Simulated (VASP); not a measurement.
# HfH3 (I4/mmm) in VASP: single point with PBEsol

Aim: the single point of HfH3 with PBEsol.

Everything below comes from runs of VASP 6.6.1. Logs are shortened: lines on timing, memory, paths and dates and some standing lists are left out, and cuts for length are marked.

## 1. The cell of the first run

The structure is tetragonal, space group I4/mmm (No. 139). The conventional cell has a = 3.053 Å, b = 3.053 Å, c = 6.068 Å, α = 90.00°, β = 90.00°, γ = 90.00°. Hf (site symmetry 4/mmm) has 12 H at 2.15 to 2.16 Å within 2.8 Å. H (site symmetry -4m2) has 4 Hf at 2.15 Å and 8 H at 2.15 to 2.16 Å within 2.8 Å. H (site symmetry 4/mmm) has 8 H at 2.15 Å and 4 Hf at 2.16 Å within 2.8 Å.

## 2. Single point, PBEsol

The input, INCAR:

```
ALGO = Normal
EDIFF = 1E-6
ENCUT = 520
GGA = PS
ISIF = 2
ISMEAR = 1
LASPH = T
LCHARG = T
LELF = T
LREAL = F
LVHAR = T
LWAVE = F
NBANDS = 14
NELM = 80
PREC = Accurate
SIGMA = 0.1
```

The input, KPOINTS:

```
k-points
0
Gamma
  11 11 11
```

The input, POSCAR:

```
HfH3
1.0
   -1.5265120000      1.5265120000      3.0340320000
    1.5265120000     -1.5265120000      3.0340320000
    1.5265120000      1.5265120000     -3.0340320000
Hf H
1 3
Direct
    0.0000000000      0.0000000000      0.0000000000
    0.7500000000      0.2500000000      0.5000000000
    0.2500000000      0.7500000000      0.5000000000
    0.5000000000      0.5000000000      0.0000000000
```

Potentials or basis: VASP PAW PBE potentials, release 64 (Hf_pv, H).

Launch:

```sh
$ cat potpaw_PBE.64/Hf_pv/POTCAR potpaw_PBE.64/H/POTCAR > POTCAR
$ mpirun -np 1 vasp_std > vasp.out
```

OUTCAR:

```text
EDIFF = 1E-6
   ENCUT = 520
   GGA = PS
   ISIF = 2
   ISMEAR = 1
   LASPH = T
   LREAL = F
   NELM = 80
   PREC = Accurate

 ion  position               nearest neighbor table
   1  0.000  0.000  0.000-   2 2.15   3 2.15   2 2.15   3 2.15   2 2.15   3 2.15   2 2.15   3 2.15
                             4 2.16   4 2.16   4 2.16   4 2.16
   2  0.750  0.250  0.500-   1 2.15   1 2.15   1 2.15   1 2.15
   3  0.250  0.750  0.500-   1 2.15   1 2.15   1 2.15   1 2.15
   4  0.500  0.500  0.000-   1 2.16   1 2.16   1 2.16   1 2.16

  LATTYP: Found a body centered tetragonal cell.
 ALAT       =     3.0530240000
 C/A-ratio  =     1.9875585649

  Lattice vectors:

 A1 = (  -1.5265120000,   1.5265120000,   3.0340320000)
 A2 = (   1.5265120000,  -1.5265120000,   3.0340320000)
 A3 = (   1.5265120000,   1.5265120000,  -3.0340320000)

Analysis of symmetry for initial positions (statically):
=====================================================================
 Subroutine PRICEL returns:
 Original cell was already a primitive cell.

 Routine SETGRP: Setting up the symmetry group for a
 body centered tetragonal supercell.

 Subroutine GETGRP returns: Found 16 space group operations
 (whereof 16 operations were pure point group operations)
 out of a pool of 16 trial point group operations.

The static configuration has the point symmetry D_4h.

Analysis of symmetry for dynamics (positions and initial velocities):
=====================================================================
 Subroutine PRICEL returns:
 Original cell was already a primitive cell.

 Routine SETGRP: Setting up the symmetry group for a
 body centered tetragonal supercell.

 Subroutine GETGRP returns: Found 16 space group operations
 (whereof 16 operations were pure point group operations)
 out of a pool of 16 trial point group operations.

The dynamic configuration has the point symmetry D_4h.

 Subroutine INISYM returns: Found 16 space group operations
 (whereof 16 operations are pure point group operations),
 and found     1 'primitive' translations

----------------------------------------------------------------------------------------

                                     Primitive cell

  volume of cell :      28.2801

  direct lattice vectors                    reciprocal lattice vectors
    -1.526512000  1.526512000  3.034032000     0.000000000  0.327544101  0.164797207
     1.526512000 -1.526512000  3.034032000     0.327544101  0.000000000  0.164797207
[... 97 lines left out ...]
   POTIM  = 0.5000    time-step for ionic-motion
   TEBEG  =    0.0;   TEEND  =   0.0 temperature during run
   PSTRESS=    0.0 pullay stress
   NELECT =      13.0000    total number of electrons
   NUPDOWN=      -1.0000    fix difference up-down
   EMIN   =  10.00;   EMAX   =-10.00  energy-range for DOS
   EFERMI =   0.00;   METHOD = LEGACY
   ISMEAR =     1;   SIGMA  =   0.10  broadening in eV -4-tet -1-fermi 0-gaus
   EFERMI_NEDOS =   21; number of points for ismear=-14 and -15
   IALGO  =     38    algorithm
   IMIX   =      4    mixing-type and parameters
     AMIX     =   0.40;   BMIX     =  1.00
     AMIX_MAG =   1.60;   BMIX_MAG =  1.00
  volume/ion in A,a.u.               =       7.07        47.71
  Fermi-wavevector in a.u.,A,eV,Ry     =   1.263463  2.387598 21.719496  1.596338
  Thomas-Fermi vector in A             =   2.396818
   LORBIT       =      0    0 simple, 1 ext, 2 COOP (PROOUT), +10 PAW based schemes
   GGA     = PS    functional components
   LHFCALC =     F    Hartree Fock is set to
   AEXX    =    0.0000 exact exchange contribution
   IVDW    =     0    specifies the selected vdW correction
   LEPSILON=     F    determine dielectric tensor
   LRPA    =     F    only Hartree local field effects (RPA)
 non-spin polarized calculation
 Methfessel and Paxton  Order N= 1 SIGMA  =   0.10
  energy-cutoff  :      520.00
  volume of cell :       28.28
 maximum number of plane-waves:       782
   NGX = 13   NGY = 13   NGZ = 13

 number of electron      12.9999999 magnetization

 Free energy of the ion-electron system (eV)
  ---------------------------------------------------
  ext. energy  EPLUGINS =         0.00000000
  ---------------------------------------------------
  free energy    TOTEN  =       -21.57461889 eV

  energy without entropy =      -21.57453967  energy(sigma->0) =      -21.57459248

 E-fermi :   5.7619     XC(G=0): -11.6692

 val. band max:        5.7339770168   @ k =  -0.1818   0.1818   0.0000
 cond. band min:       5.7699165626   @ k =  -0.1818  -0.1818   0.0909
 fundamental gap:      0.0359395458
 Fermi energy:         5.7618993895

 k-point     1 :       0.0000    0.0000    0.0000
  band No.  band energies     occupation
      1     -25.9797      2.00000
      2     -25.5585      2.00000
      3     -25.5585      2.00000
      4      -6.6860      2.00000
      5       1.8657      2.00000
      6       3.6750      2.00000
      7       5.0909      2.00000
      8       6.4989     -0.00000
      9       6.4989     -0.00000
     10       9.8415      0.00000
     11      12.1929      0.00000
     12      12.3004      0.00000
     13      17.6147      0.00000
     14      18.0153      0.00000
[... 377 lines left out ...]
      1     -25.9706      2.00000
      2     -25.7745      2.00000
      3     -25.7195      2.00000
      4      -5.3349      2.00000
      5       1.6202      2.00000
      6       2.6379      2.00000
      7       4.8108      2.00000
      8       5.7340      1.45279
      9       6.6229     -0.00000
     10      10.9357      0.00000
     11      11.6623      0.00000
     12      15.4215      0.00000
     13      16.2912      0.00000
     14      17.5310      0.00000

 [... further k-points ...]
[... 5 lines left out ...]
  --------------------------------------------------------------------------------------
  -------------------------------------------------------------------------------------
  Total       -0.6551612     -0.6551612     -1.3217705      0.0000000      0.0000000      0.0000000
  in kB      -37.1174520    -37.1174520    -74.8834862      0.0000000      0.0000000      0.0000000
  external PRESSURE =     -49.7061301 kB  Pullay stress =       0.0000000 kB

 VOLUME and BASIS-vectors are now :
 -----------------------------------------------------------------------------
  energy-cutoff  :      520.00
  volume of cell :       28.28
      direct lattice vectors                 reciprocal lattice vectors
    -1.526512000  1.526512000  3.034032000     0.000000000  0.327544101  0.164797207
     1.526512000 -1.526512000  3.034032000     0.327544101  0.000000000  0.164797207
     1.526512000  1.526512000 -3.034032000     0.327544101  0.327544101  0.000000000

 POSITION                                       TOTAL-FORCE (eV/Angst)
 -----------------------------------------------------------------------------------
      0.00000      0.00000      0.00000         0.000000     -0.000000     -0.000000
      0.00000      1.52651      1.51702        -0.000000     -0.000000      0.000000
      1.52651      0.00000      1.51702        -0.000000      0.000000     -0.000000
      0.00000      0.00000      3.03403         0.000000     -0.000000     -0.000000
 -----------------------------------------------------------------------------------
    total drift:                                0.000000     -0.000000     -0.000000

  FREE ENERGIE OF THE ION-ELECTRON SYSTEM (eV)
  ---------------------------------------------------
  free  energy   TOTEN  =       -21.5746188880 eV

  energy  without entropy=      -21.5745396730  energy(sigma->0) =      -21.57459248
```

Wall time 1.7 min (1 thread of AMD EPYC 7R13, shared host); peak memory 0.16 GiB.

What came out:

```
Free energy : -21.5746 eV
Pressure    : -5.0 GPa
```

Caveat: the PAW data sets were made with another functional, which shifts forces and pressure a little; spin-orbit coupling is left out, which moves the levels of the heavy elements.
